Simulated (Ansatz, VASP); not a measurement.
# Two plane-wave programs on C

Contents of POSCAR:

```
C
1.0
    3.5602834153      0.0000000000      0.0000000000
    0.0000000000     -3.5602834153      0.0000000000
    0.0000000000      0.0000000000     -3.5602834153
C
8
Direct
    0.5259462611     -0.0259462611     -0.0259462611
    0.0000000000      0.5000000000      0.0000000000
    0.0000000000      0.0000000000      0.5000000000
    0.5000000000      0.5000000000      0.5000000000
    0.7500000000      0.7500000000      0.7500000000
    0.2500000000      0.2500000000      0.7500000000
    0.2500000000      0.7500000000      0.2500000000
    0.7500000000      0.2500000000      0.2500000000
```

The input INCAR.step1:

```
SYSTEM = C
PREC     = Accurate       ! precision mode
ENCUT    = 910            ! plane-wave cutoff, eV
ISMEAR   = 0              ! smearing method
SIGMA    = 0.05           ! smearing width, eV
LREAL    = .FALSE.        ! projectors in reciprocal space
LASPH    = .TRUE.         ! aspherical terms in the spheres
NELM     = 120            ! most SCF steps
NBANDS   = 26             ! bands
GGA      = PE             ! functional
ALGO     = Normal         ! electronic algorithm
EDIFF    = 1E-5           ! SCF threshold, eV
LWAVE    = .TRUE.         ! write WAVECAR
LCHARG   = .FALSE.        ! write CHGCAR
GGA_COMPAT= .FALSE.
```

Contents of INCAR.step2:

```
SYSTEM = C
PREC     = Accurate       ! precision mode
ENCUT    = 910            ! plane-wave cutoff, eV
EDIFF    = 1E-6           ! SCF threshold, eV
ISMEAR   = 0              ! smearing method
SIGMA    = 0.05           ! smearing width, eV
LREAL    = .FALSE.        ! projectors in reciprocal space
LASPH    = .TRUE.         ! aspherical terms in the spheres
NELM     = 120            ! most SCF steps
ALGO     = Normal         ! electronic algorithm
ISIF     = 2              ! what is computed and relaxed
LWAVE    = .FALSE.        ! write WAVECAR
LCHARG   = .FALSE.        ! write CHGCAR
METAGGA  = R2SCAN         ! meta-GGA
LMIXTAU  = .TRUE.       
NBANDS   = 26             ! bands
ISTART   = 1            
GGA_COMPAT= .FALSE.
```

The input KPOINTS:

```
Automatic mesh
0
G
  6 6 6
  0 0 0
```

Input for Ansatz:

```yaml
crystal:
  lattice:
    - [3.5602834153, 0.0, 0.0]
    - [0.0, -3.5602834153, 0.0]
    - [0.0, 0.0, -3.5602834153]
  atoms:
    - { symbol: C, position: [0.5259462611, -0.0259462611, -0.0259462611] }
    - { symbol: C, position: [0.0, 0.5, 0.0] }
    - { symbol: C, position: [0.0, 0.0, 0.5] }
    - { symbol: C, position: [0.5, 0.5, 0.5] }
    - { symbol: C, position: [0.75, 0.75, 0.75] }
    - { symbol: C, position: [0.25, 0.25, 0.75] }
    - { symbol: C, position: [0.25, 0.75, 0.25] }
    - { symbol: C, position: [0.75, 0.25, 0.25] }
basis:
  ecutwfc: 500
kpoints:
  mp_grid: { grid: [6, 6, 6] }
hamiltonian:
  xc: r2scan
scf:
  occupations: { method: gaussian, width: 0.05 }
output:
  forces: true
  stress: true
  eigenvalues: true
```

Alike in both runs: task single point; functional r2SCAN; k mesh 6 × 6 × 6; occupations gaussian, width 0.05 eV; no spin polarisation.

|  | VASP | Ansatz |
| --- | --- | --- |
| version | VASP 6.6.1 | Ansatz 0.2.0 |
| potentials or method | VASP PAW PBE potentials, release 64 (C_h), cutoff 910 eV | scalar-relativistic, plane waves, PAW |
| valence electrons in the cell | 32 | 32 |

|  | VASP | Ansatz | Ansatz less VASP |
| --- | --- | --- | --- |
| gap on the k mesh at the Fermi level (eV) | 3.82 | 3.82 | -0.002 |
| least direct gap on the mesh (eV) | 3.90 | 3.90 | -0.003 |
| rms of the force components (eV/Å) | 2.135 | 2.139 | +0.0042 |

VASP's potentials were made for PBE, not for r2SCAN. Atom by atom the forces differ by 0.005 eV/Å (rms over components). With one functional, cell and mesh, what is left measures potentials, basis and numerics.

Noted on VASP's run: the cutoff is short for stress, so the pressure is rough.
